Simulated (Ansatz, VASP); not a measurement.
# Nb in VASP and in Ansatz

```
CELL_PARAMETERS angstrom
-1.69123 1.69123 1.69123
1.69123 -1.69123 1.69123
1.69123 1.69123 -1.69123
ATOMIC_POSITIONS crystal
Nb 0.00000 0.00000 0.00000
```

Change from the starting cell: volume scaled by 1.05, PAW files.

Alike in both runs: task electric field gradients; functional PBE; k mesh 15 × 15 × 15; occupations fermi-dirac, width 0.03 eV; no spin polarisation.

|  | VASP | Ansatz |
| --- | --- | --- |
| version | VASP 6.6.1 | Ansatz 0.2.0 |
| potentials or method | VASP PAW PBE potentials, release 64 (Nb_sv) | PAW with Ansatz's default frozen-core files, scalar-relativistic |
| plane-wave cutoff (eV) | 520 | 420 |
| valence electrons in the cell | 13 | 13 |

Ansatz gave:

* pressure (GPa): -9.7

Problem. What did VASP give for the same quantities?

Solution. Pressure (GPa): -9.9.
